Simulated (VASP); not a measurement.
# Hf (R-3m) in VASP: single point with PBE

Aim: the single point of Hf with PBE.

All numbers are computed with VASP 6.6.1; they aren't measurements. Logs are shortened: lines on timing, memory, paths and dates and some standing lists are left out, and cuts for length are marked.

## (1) The cell of the first run

The typed cell holds 2 atoms: a = 5.497 Å, b = 5.497 Å, c = 5.497 Å, α = 33.49°, β = 33.49°, γ = 33.49°.

This isn't the form of Hf at room conditions, which is hcp.

## (2) Single point, PBE

INCAR reads:

```
PREC = Accurate
ENCUT = 520
EDIFF = 1E-7
ISMEAR = 0
SIGMA = 0.1
LREAL = False
LASPH = True
NELM = 100
ALGO = Fast
ISIF = 2
LWAVE = False
LCHARG = False
GGA = PE
NBANDS = 17
```

KPOINTS reads:

```
regular mesh
0
Gamma
  6 6 6
```

POSCAR reads:

```
Hf
1.0
    1.5836421374      0.9143162143      5.1836011587
   -1.5836421374      0.9143162143      5.1836011587
    0.0000000000     -1.8286324286      5.1836011587
Hf
2
Direct
    0.2500077183      0.2500077183      0.2500077183
    0.7499922817      0.7499922817      0.7499922817
```

Potentials or basis: VASP PAW PBE potentials, release 64 (Hf_pv).

Started as:

```bash
$ cat potpaw_PBE.64/Hf_pv/POTCAR > POTCAR
$ mpirun -np 1 vasp_std > vasp.out
```

OUTCAR:

```text
PREC = Accurate
   ENCUT = 520
   EDIFF = 1E-7
   ISMEAR = 0
   LREAL = False
   LASPH = True
   NELM = 100
   ISIF = 2
   GGA = PE

 ion  position               nearest neighbor table
   1  0.250  0.250  0.250-   2 3.17   2 3.17   2 3.17   2 3.17   2 3.17   2 3.17
   2  0.750  0.750  0.750-   1 3.17   1 3.17   1 3.17   1 3.17   1 3.17   1 3.17

  LATTYP: Found a trigonal (rhomboedric) cell.
 ALAT       =     5.4966915078
 COS(alpha) =     0.8339872796

  Lattice vectors:

 A1 = (   1.5836421374,   0.9143162143,   5.1836011587)
 A2 = (  -1.5836421374,   0.9143162143,   5.1836011587)
 A3 = (   0.0000000000,  -1.8286324286,   5.1836011587)

Analysis of symmetry for initial positions (statically):
=====================================================================
 Subroutine PRICEL returns:
 Original cell was already a primitive cell.

 Routine SETGRP: Setting up the symmetry group for a
 trigonal (rhombohedral) supercell.

 Subroutine GETGRP returns: Found 12 space group operations
 (whereof 12 operations were pure point group operations)
 out of a pool of 12 trial point group operations.

The static configuration has the point symmetry D_3d.

Analysis of symmetry for dynamics (positions and initial velocities):
=====================================================================
 Subroutine PRICEL returns:
 Original cell was already a primitive cell.

 Routine SETGRP: Setting up the symmetry group for a
 trigonal (rhombohedral) supercell.

 Subroutine GETGRP returns: Found 12 space group operations
 (whereof 12 operations were pure point group operations)
 out of a pool of 12 trial point group operations.

The dynamic configuration has the point symmetry D_3d.

 Subroutine INISYM returns: Found 12 space group operations
 (whereof 12 operations are pure point group operations),
 and found     1 'primitive' translations

----------------------------------------------------------------------------------------

                                     Primitive cell

  volume of cell :      45.0336

  direct lattice vectors                    reciprocal lattice vectors
     1.583642137  0.914316214  5.183601159     0.315727896  0.182285586  0.064305359
    -1.583642137  0.914316214  5.183601159    -0.315727896  0.182285586  0.064305359
     0.000000000 -1.828632429  5.183601159     0.000000000 -0.364571171  0.064305359

  length of vectors
     5.496691508  5.496691508  5.496691508     0.370199025  0.370199025  0.370199025

  position of ions in fractional coordinates (direct lattice)
     0.250007718  0.250007718  0.250007718
     0.749992282  0.749992282  0.749992282

  ion indices of the primitive-cell ions
   primitive index   ion index
                 1           1
                 2           2

----------------------------------------------------------------------------------------

 KPOINTS: regular mesh

Automatic generation of k-mesh.
 Grid dimensions read from file:
 generate k-points for:    6    6    6

 Generating k-lattice:

  Cartesian coordinates                     Fractional coordinates (reciprocal lattice)
     0.052621316  0.030380931  0.010717560     0.166666667 -0.000000000 -0.000000000
    -0.052621316  0.030380931  0.010717560    -0.000000000  0.166666667 -0.000000000
     0.000000000 -0.060761862  0.010717560    -0.000000000 -0.000000000  0.166666667

  Length of vectors
     0.061699838  0.061699838  0.061699838

  Shift w.r.t. Gamma in fractional coordinates (k-lattice)
     0.000000000  0.000000000  0.000000000

 Subroutine IBZKPT returns following result:
 ===========================================

 Found     32 irreducible k-points:

 Following reciprocal coordinates:
            Coordinates               Weight
  0.000000  0.000000  0.000000      1.000000
  0.166667  0.000000 -0.000000      6.000000
  0.333333 -0.000000  0.000000      6.000000
  0.500000  0.000000  0.000000      3.000000
  0.166667  0.166667 -0.000000      6.000000
  0.333333  0.166667  0.000000     12.000000
[... 16 lines left out ...]
  0.500000  0.500000  0.166667      6.000000
 -0.333333  0.500000  0.166667     12.000000
 [... further k-points ...]
   k-points           NKPTS =     32   k-points in BZ     NKDIM =     32   number of bands    NBANDS=     17
   number of dos      NEDOS =    301   number of ions     NIONS =      2
   total plane-waves  NPLWV =  74088
   dimension x,y,z NGX =    42 NGY =   42 NGZ =   42
   dimension x,y,z NGXF=    84 NGYF=   84 NGZF=   84
   ions per type =               2
   NGX,Y,Z   is equivalent  to a cutoff of  12.70, 12.70, 12.70 a.u.
   NGXF,Y,Z  is equivalent  to a cutoff of  25.41, 25.41, 25.41 a.u.
 SYSTEM =  unknown system
   PREC   = accura    normal or accurate (medium, high low for compatibility)
   ISTART =      0    job   : 0-new  1-cont  2-samecut
   ICHARG =      2    charge: 1-file 2-atom 10-const
   ISPIN  =      1    spin polarized calculation?
   LNONCOLLINEAR =      F non collinear calculations
   LSORBIT =      F    spin-orbit coupling
   LASPH  =      T    aspherical Exc in radial PAW
   ENCUT  =  520.0 eV  38.22 Ry    6.18 a.u.  10.22 10.22 10.22*2*pi/ulx,y,z
   NELM   =    100;   NELMIN=  2; NELMDL= -5     # of ELM steps
   EDIFF  = 0.1E-06   stopping-criterion for ELM
   LREAL  =      F    real-space projection
   EDIFFG = 0.1E-05   stopping-criterion for IOM
   NSW    =      0    number of steps for IOM
   IBRION =     -1    ionic relax: 0-MD 1-quasi-New 2-CG
   NFREE  =      0    steps in history (QN), initial steepest desc. (CG)
   ISIF   =      2    stress and relaxation
   ISYM   =      2    0-nonsym 1-usesym 2-fastsym
   POTIM  = 0.5000    time-step for ionic-motion
   TEBEG  =    0.0;   TEEND  =   0.0 temperature during run
   PSTRESS=    0.0 pullay stress
   NELECT =      20.0000    total number of electrons
   NUPDOWN=      -1.0000    fix difference up-down
   EMIN   =  10.00;   EMAX   =-10.00  energy-range for DOS
   EFERMI =   0.00;   METHOD = LEGACY
   ISMEAR =     0;   SIGMA  =   0.10  broadening in eV -4-tet -1-fermi 0-gaus
   EFERMI_NEDOS =   21; number of points for ismear=-14 and -15
   IALGO  =     68    algorithm
   IMIX   =      4    mixing-type and parameters
     AMIX     =   0.40;   BMIX     =  1.00
     AMIX_MAG =   1.60;   BMIX_MAG =  1.00
  volume/ion in A,a.u.               =      22.52       151.95
  Fermi-wavevector in a.u.,A,eV,Ry     =   1.249030  2.360324 21.226108  1.560075
  Thomas-Fermi vector in A             =   2.383089
   LORBIT       =      0    0 simple, 1 ext, 2 COOP (PROOUT), +10 PAW based schemes
   GGA     = PE    functional components
   LHFCALC =     F    Hartree Fock is set to
   AEXX    =    0.0000 exact exchange contribution
   IVDW    =     0    specifies the selected vdW correction
   LEPSILON=     F    determine dielectric tensor
   LRPA    =     F    only Hartree local field effects (RPA)
 non-spin polarized calculation
 RMM-DIIS sequential band-by-band and
 Gauss-broadening in eV      SIGMA  =   0.10
  energy-cutoff  :      520.00
  volume of cell :       45.03
 maximum number of plane-waves:      1230
 NGX is ok and might be reduce to    42
   NGX = 21   NGY = 21   NGZ = 21

 number of electron      20.0000000 magnetization

 Free energy of the ion-electron system (eV)
  ---------------------------------------------------
  ext. energy  EPLUGINS =         0.00000000
  ---------------------------------------------------
  free energy    TOTEN  =       -19.71405762 eV

  energy without entropy =      -19.69172214  energy(sigma->0) =      -19.70288988

 E-fermi :   4.6689     XC(G=0): -11.2570

 val. band max:        4.6673965471   @ k =  -0.1667   0.1667   0.0000
 cond. band min:       4.6723733609   @ k =  -0.3333   0.3333   0.0000
 fundamental gap:      0.0049768137
 Fermi energy:         4.6688842896

 k-point     1 :       0.0000    0.0000    0.0000
  band No.  band energies     occupation
      1     -26.1469      2.00000
      2     -25.4438      2.00000
      3     -25.4438      2.00000
      4     -25.3579      2.00000
      5     -25.3390      2.00000
      6     -25.3390      2.00000
[... 9 lines left out ...]
     16       8.8620      0.00000
     17      10.9462      0.00000

 k-point     2 :       0.1667    0.0000   -0.0000
  band No.  band energies     occupation
      1     -26.0739      2.00000
      2     -25.5912      2.00000
      3     -25.5083      2.00000
      4     -25.4733      2.00000
      5     -25.3906      2.00000
      6     -25.3827      2.00000
[... 9 lines left out ...]
     16       9.0397      0.00000
     17      10.3889      0.00000

 k-point     3 :       0.3333   -0.0000    0.0000
  band No.  band energies     occupation
      1     -25.8894      2.00000
      2     -25.8734      2.00000
      3     -25.8342      2.00000
      4     -25.5264      2.00000
      5     -25.4945      2.00000
      6     -25.4742      2.00000
[... 9 lines left out ...]
     16       9.9390      0.00000
     17      10.1753      0.00000

 k-point     4 :       0.5000    0.0000    0.0000
  band No.  band energies     occupation
      1     -26.0006      2.00000
      2     -26.0006      2.00000
      3     -25.6713      2.00000
      4     -25.6711      2.00000
      5     -25.5361      2.00000
      6     -25.5359      2.00000
[... 9 lines left out ...]
     16      11.3770      0.00000
     17      11.4362      0.00000
[... 343 lines left out ...]
      1     -25.9954      2.00000
      2     -25.9778      2.00000
      3     -25.7491      2.00000
      4     -25.6388      2.00000
      5     -25.5969      2.00000
      6     -25.4578      2.00000
[... 9 lines left out ...]
     16      11.5778      0.00000
     17      11.7592      0.00000

 k-point    23 :       0.5000    0.5000    0.1667
  band No.  band energies     occupation
      1     -25.9907      2.00000
      2     -25.9891      2.00000
      3     -25.6106      2.00000
      4     -25.5771      2.00000
      5     -25.4920      2.00000
      6     -25.4225      2.00000
[... 9 lines left out ...]
     16      10.0763      0.00000
     17      10.7120      0.00000

 k-point    24 :      -0.3333    0.5000    0.1667
  band No.  band energies     occupation
      1     -26.0560      2.00000
      2     -26.0114      2.00000
      3     -25.6774      2.00000
      4     -25.5933      2.00000
      5     -25.5697      2.00000
      6     -25.5028      2.00000
[... 9 lines left out ...]
     16      11.2146      0.00000
     17      11.5445      0.00000

 [... further k-points ...]

------------------------ aborting loop because EDIFF is reached ----------------------------------------

  FORCE on cell =-STRESS in cart. coord.  units (eV):
  Direction    XX          YY          ZZ          XY          YZ          ZX
  --------------------------------------------------------------------------------------
  -------------------------------------------------------------------------------------
  Total       -0.1442852     -0.1442852     -0.1090137      0.0000000      0.0000000      0.0000000
  in kB       -5.1332944     -5.1332944     -3.8784230      0.0000000      0.0000000      0.0000000
  external PRESSURE =      -4.7150039 kB  Pullay stress =       0.0000000 kB

 VOLUME and BASIS-vectors are now :
 -----------------------------------------------------------------------------
  energy-cutoff  :      520.00
  volume of cell :       45.03
      direct lattice vectors                 reciprocal lattice vectors
     1.583642137  0.914316214  5.183601159     0.315727896  0.182285586  0.064305359
    -1.583642137  0.914316214  5.183601159    -0.315727896  0.182285586  0.064305359
     0.000000000 -1.828632429  5.183601159     0.000000000 -0.364571171  0.064305359

 POSITION                                       TOTAL-FORCE (eV/Angst)
 -----------------------------------------------------------------------------------
      0.00000      0.00000      3.88782         0.000000      0.000000     -0.000490
      0.00000      0.00000     11.66298         0.000000     -0.000000      0.000490
 -----------------------------------------------------------------------------------
    total drift:                                0.000000     -0.000000      0.000000

  FREE ENERGIE OF THE ION-ELECTRON SYSTEM (eV)
  ---------------------------------------------------
  free  energy   TOTEN  =       -19.7140576195 eV

  energy  without entropy=      -19.6917221394  energy(sigma->0) =      -19.70288988
```

It took 80 s on 1 thread of Intel Xeon Platinum 8488C (Sapphire Rapids), shared host; peak memory 0.24 GiB.

What came out:

* Free energy: -19.7141 eV
* Pressure: -0.5 GPa
* Band gap on the k mesh: zero (bands 10 and 11 overlap by 1.44 eV)

Stress tensor (GPa, compression positive):
```
-0.51  0.00  0.00
 0.00 -0.51  0.00
 0.00  0.00 -0.39
```

Caveat: the k points lie up to 0.39 Å⁻¹ apart, too coarse for converged energies and pressures of a metal; spin-orbit coupling is left out, which moves the levels of the heavy elements.
